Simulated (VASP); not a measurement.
# CaO (Lime) (Fm-3m) in VASP: a series of runs, part 3 of 3

VASP 6.6.1. Earlier steps stand in the parts before.

## (6) Single point, PBEsol

This run uses another cell than the first one, of 13.54 Å³/atom, 1.193 times its volume.

The input, INCAR:

```
PREC = Accurate
ENCUT = 520
EDIFF = 1E-6
ISMEAR = 0
SIGMA = 0.01
LREAL = F
LASPH = T
NELM = 100
ALGO = Normal
ISIF = 2
LWAVE = F
LCHARG = F
GGA = PS
NBANDS = 15
```

The input, KPOINTS:

```
Automatic mesh
0
Gamma
  7 7 7
```

The input, POSCAR:

```
CaO
1.0
    0.0000000000      2.3835837347      2.3835837347
    2.3835837347      0.0000000000      2.3835837347
    2.3835837347      2.3835837347      0.0000000000
Ca O
1 1
Direct
    0.0000000000      0.0000000000      0.0000000000
    0.5000000000      0.5000000000      0.5000000000
```

Potentials or basis: VASP PAW PBE potentials, release 64 (Ca_sv, O).

Command:

```bash
$ cat potpaw_PBE.64/Ca_sv/POTCAR potpaw_PBE.64/O/POTCAR > POTCAR
$ mpirun -np 1 vasp_std > vasp.out
```

OUTCAR:

```text
PREC = Accurate
   ENCUT = 520
   EDIFF = 1E-6
   ISMEAR = 0
   LREAL = F
   LASPH = T
   NELM = 100
   ISIF = 2
   GGA = PS

 ion  position               nearest neighbor table
   1  0.000  0.000  0.000-   2 2.38   2 2.38   2 2.38   2 2.38   2 2.38   2 2.38
   2  0.500  0.500  0.500-   1 2.38   1 2.38   1 2.38   1 2.38   1 2.38   1 2.38

  LATTYP: Found a face centered cubic cell.
 ALAT       =     4.7671674694

  Lattice vectors:

 A1 = (   0.0000000000,   2.3835837347,   2.3835837347)
 A2 = (   2.3835837347,   0.0000000000,   2.3835837347)
 A3 = (   2.3835837347,   2.3835837347,   0.0000000000)

Analysis of symmetry for initial positions (statically):
=====================================================================
 Subroutine PRICEL returns:
 Original cell was already a primitive cell.

 Routine SETGRP: Setting up the symmetry group for a
 face centered cubic supercell.

 Subroutine GETGRP returns: Found 48 space group operations
 (whereof 48 operations were pure point group operations)
 out of a pool of 48 trial point group operations.

The static configuration has the point symmetry O_h .

Analysis of symmetry for dynamics (positions and initial velocities):
=====================================================================
 Subroutine PRICEL returns:
 Original cell was already a primitive cell.

 Routine SETGRP: Setting up the symmetry group for a
 face centered cubic supercell.

 Subroutine GETGRP returns: Found 48 space group operations
 (whereof 48 operations were pure point group operations)
 out of a pool of 48 trial point group operations.

The dynamic configuration has the point symmetry O_h .

 Subroutine INISYM returns: Found 48 space group operations
 (whereof 48 operations are pure point group operations),
 and found     1 'primitive' translations

----------------------------------------------------------------------------------------

                                     Primitive cell

  volume of cell :      27.0845

  direct lattice vectors                    reciprocal lattice vectors
     0.000000000  2.383583735  2.383583735    -0.209768171  0.209768171  0.209768171
     2.383583735  0.000000000  2.383583735     0.209768171 -0.209768171  0.209768171
     2.383583735  2.383583735  0.000000000     0.209768171  0.209768171 -0.209768171

  length of vectors
     3.370896445  3.370896445  3.370896445     0.363329130  0.363329130  0.363329130

  position of ions in fractional coordinates (direct lattice)
     0.000000000  0.000000000  0.000000000
     0.500000000  0.500000000  0.500000000

  ion indices of the primitive-cell ions
   primitive index   ion index
                 1           1
                 2           2

----------------------------------------------------------------------------------------

 KPOINTS: Automatic mesh

Automatic generation of k-mesh.
 Grid dimensions read from file:
 generate k-points for:    7    7    7

 Generating k-lattice:

[... 21 lines left out ...]
  0.428571  0.000000  0.000000      8.000000
  0.142857  0.142857  0.000000      6.000000
  0.285714  0.142857  0.000000     24.000000
[... 12 lines left out ...]
 -0.428571  0.428571  0.142857     24.000000
 -0.285714  0.428571  0.142857     24.000000
   k-points           NKPTS =     20   k-points in BZ     NKDIM =     20   number of bands    NBANDS=     15
   number of dos      NEDOS =    301   number of ions     NIONS =      2
   total plane-waves  NPLWV =  21952
   dimension x,y,z NGX =    28 NGY =   28 NGZ =   28
   dimension x,y,z NGXF=    56 NGYF=   56 NGZF=   56
   ions per type =               1   1
   NGX,Y,Z   is equivalent  to a cutoff of  13.81, 13.81, 13.81 a.u.
   NGXF,Y,Z  is equivalent  to a cutoff of  27.62, 27.62, 27.62 a.u.
 SYSTEM =  unknown system
   PREC   = accura    normal or accurate (medium, high low for compatibility)
   ISTART =      0    job   : 0-new  1-cont  2-samecut
   ICHARG =      2    charge: 1-file 2-atom 10-const
   ISPIN  =      1    spin polarized calculation?
   LNONCOLLINEAR =      F non collinear calculations
   LSORBIT =      F    spin-orbit coupling
   LASPH  =      T    aspherical Exc in radial PAW
   ENCUT  =  520.0 eV  38.22 Ry    6.18 a.u.   6.27  6.27  6.27*2*pi/ulx,y,z
   NELM   =    100;   NELMIN=  2; NELMDL= -5     # of ELM steps
   EDIFF  = 0.1E-05   stopping-criterion for ELM
   LREAL  =      F    real-space projection
   EDIFFG = 0.1E-04   stopping-criterion for IOM
   NSW    =      0    number of steps for IOM
   IBRION =     -1    ionic relax: 0-MD 1-quasi-New 2-CG
   NFREE  =      0    steps in history (QN), initial steepest desc. (CG)
   ISIF   =      2    stress and relaxation
   ISYM   =      2    0-nonsym 1-usesym 2-fastsym
   POTIM  = 0.5000    time-step for ionic-motion
   TEBEG  =    0.0;   TEEND  =   0.0 temperature during run
   PSTRESS=    0.0 pullay stress
   NELECT =      16.0000    total number of electrons
   NUPDOWN=      -1.0000    fix difference up-down
   EMIN   =  10.00;   EMAX   =-10.00  energy-range for DOS
   EFERMI =   0.00;   METHOD = LEGACY
   ISMEAR =     0;   SIGMA  =   0.01  broadening in eV -4-tet -1-fermi 0-gaus
   EFERMI_NEDOS =   21; number of points for ismear=-14 and -15
   IALGO  =     38    algorithm
   IMIX   =      4    mixing-type and parameters
     AMIX     =   0.40;   BMIX     =  1.00
     AMIX_MAG =   1.60;   BMIX_MAG =  1.00
  volume/ion in A,a.u.               =      13.54        91.39
  Fermi-wavevector in a.u.,A,eV,Ry     =   1.373645  2.595812 25.672830  1.886900
  Thomas-Fermi vector in A             =   2.499143
   LORBIT       =      0    0 simple, 1 ext, 2 COOP (PROOUT), +10 PAW based schemes
   GGA     = PS    functional components
   LHFCALC =     F    Hartree Fock is set to
   AEXX    =    0.0000 exact exchange contribution
   IVDW    =     0    specifies the selected vdW correction
   LEPSILON=     F    determine dielectric tensor
   LRPA    =     F    only Hartree local field effects (RPA)
 non-spin polarized calculation
 Gauss-broadening in eV      SIGMA  =   0.01
  energy-cutoff  :      520.00
  volume of cell :       27.08
 maximum number of plane-waves:       745
 NGX is ok and might be reduce to    28
   NGX = 13   NGY = 13   NGZ = 13

 number of electron      15.9999997 magnetization

 Free energy of the ion-electron system (eV)
  ---------------------------------------------------
  ext. energy  EPLUGINS =         0.00000000
  ---------------------------------------------------
  free energy    TOTEN  =       -13.41069792 eV

  energy without entropy =      -13.41069792  energy(sigma->0) =      -13.41069792

 E-fermi :   2.4077     XC(G=0): -10.8587

 val. band max:        2.3362619758   @ k =   0.0000   0.0000   0.0000
 cond. band min:       5.9547684388   @ k =   0.4286   0.4286   0.0000
 fundamental gap:      3.6185064630
 Fermi energy:         2.4077119434

 k-point     1 :       0.0000    0.0000    0.0000
  band No.  band energies     occupation
      1     -34.9525      2.00000
      2     -15.7744      2.00000
      3     -15.7744      2.00000
      4     -15.7744      2.00000
      5     -13.1561      2.00000
      6       2.3363      2.00000
      7       2.3363      2.00000
      8       2.3363      2.00000
      9       7.0993      0.00000
     10       8.5855      0.00000
     11       8.5855      0.00000
     12       8.5855      0.00000
     13      10.1662      0.00000
     14      10.1662      0.00000
[... 329 lines left out ...]
      2     -16.4343      2.00000
      3     -16.2739      2.00000
      4     -16.0493      2.00000
      5     -12.4112      2.00000
      6       0.8407      2.00000
      7       1.1939      2.00000
      8       1.3517      2.00000
      9       8.2291      0.00000
     10       9.3123      0.00000
     11      11.0177      0.00000
     12      11.8749      0.00000
     13      12.5475      0.00000
     14      16.2735      0.00000
     15      16.2816      0.00000

------------------------ aborting loop because EDIFF is reached ----------------------------------------

  FORCE on cell =-STRESS in cart. coord.  units (eV):
  Direction    XX          YY          ZZ          XY          YZ          ZX
  --------------------------------------------------------------------------------------
  -------------------------------------------------------------------------------------
  Total        0.1043703      0.1043703      0.1043703     -0.0000000      0.0000000     -0.0000000
  in kB        6.1739961      6.1739961      6.1739961     -0.0000000      0.0000000     -0.0000000
  external PRESSURE =       6.1739961 kB  Pullay stress =       0.0000000 kB

 VOLUME and BASIS-vectors are now :
 -----------------------------------------------------------------------------
  energy-cutoff  :      520.00
  volume of cell :       27.08
      direct lattice vectors                 reciprocal lattice vectors
     0.000000000  2.383583735  2.383583735    -0.209768171  0.209768171  0.209768171
     2.383583735  0.000000000  2.383583735     0.209768171 -0.209768171  0.209768171
     2.383583735  2.383583735  0.000000000     0.209768171  0.209768171 -0.209768171

 POSITION                                       TOTAL-FORCE (eV/Angst)
 -----------------------------------------------------------------------------------
      0.00000      0.00000      0.00000        -0.000000     -0.000000     -0.000000
      2.38358      2.38358      2.38358         0.000000      0.000000      0.000000
 -----------------------------------------------------------------------------------
    total drift:                                0.000000      0.000000      0.000000

  FREE ENERGIE OF THE ION-ELECTRON SYSTEM (eV)
  ---------------------------------------------------
  free  energy   TOTEN  =       -13.4106979205 eV

  energy  without entropy=      -13.4106979205  energy(sigma->0) =      -13.41069792
```

OSZICAR:

```text
N       E                     dE             d eps       ncg     rms          rms(c)
DAV:   1     0.127115234941E+03    0.12712E+03   -0.80830E+03   600   0.107E+03
DAV:   2    -0.950174866381E+01   -0.13662E+03   -0.12701E+03   740   0.296E+02
DAV:   3    -0.147809494956E+02   -0.52792E+01   -0.52379E+01   705   0.600E+01
DAV:   4    -0.149310564033E+02   -0.15011E+00   -0.14975E+00   854   0.843E+00
DAV:   5    -0.149331584465E+02   -0.21020E-02   -0.21020E-02   698   0.861E-01    0.807E+00
DAV:   6    -0.135068888864E+02    0.14263E+01   -0.42401E+00   656   0.208E+01    0.350E+00
DAV:   7    -0.134272490156E+02    0.79640E-01   -0.35500E-01   691   0.630E+00    0.177E+00
DAV:   8    -0.134116082027E+02    0.15641E-01   -0.70674E-02   768   0.288E+00    0.397E-01
DAV:   9    -0.134103586673E+02    0.12495E-02   -0.47121E-03   635   0.575E-01    0.101E-01
DAV:  10    -0.134107257114E+02   -0.36704E-03   -0.48403E-04   733   0.255E-01    0.474E-02
DAV:  11    -0.134106986066E+02    0.27105E-04   -0.38777E-05   830   0.879E-02    0.592E-03
DAV:  12    -0.134106979205E+02    0.68616E-06   -0.59513E-06   733   0.269E-02
   1 F= -.13410698E+02 E0= -.13410698E+02  d E =-.332650E-26
```

Run time: 14 s. Hardware: 1 thread of AMD EPYC 7R43 (Zen 3), shared host; peak memory 0.12 GiB.

What came out:

| Item | Value |
| --- | --- |
| Free energy | -13.4107 eV |
| Pressure | 0.6 GPa |
| Band gap on the k mesh | 3.62 eV, indirect (least direct gap 3.99 eV) |

Caveat: the PAW data sets were made with another functional, which shifts forces and pressure a little.

## (7) Overview

| cell | gap on the mesh (eV) | pressure (GPa) |
| --- | --- | --- |
| a = 3.178 Å, angles 60.0°, 2 atoms | 3.44 | 31.4 |
| a = 3.137 Å, angles 60.0°, 2 atoms | 3.38 | 41.6 |
| a = 3.289 Å, angles 60.0°, 2 atoms | 3.57 | 10.9 |
| a = 3.228 Å, angles 60.0°, 2 atoms | 3.51 | 21.2 |
| a = 3.371 Å, angles 60.0°, 2 atoms | 3.62 | 0.6 |

Alike in all rows: task single point; level PBEsol; potentials or basis VASP PAW PBE potentials, release 64 (Ca_sv, O); no spin polarisation; k mesh 7 × 7 × 7; cutoff (eV) 520; smearing gaussian 0.01 eV.

Caveats: the PAW data sets were made with another functional, which shifts forces and pressure a little.

Absolute energies hang on the potentials; compare differences alone.
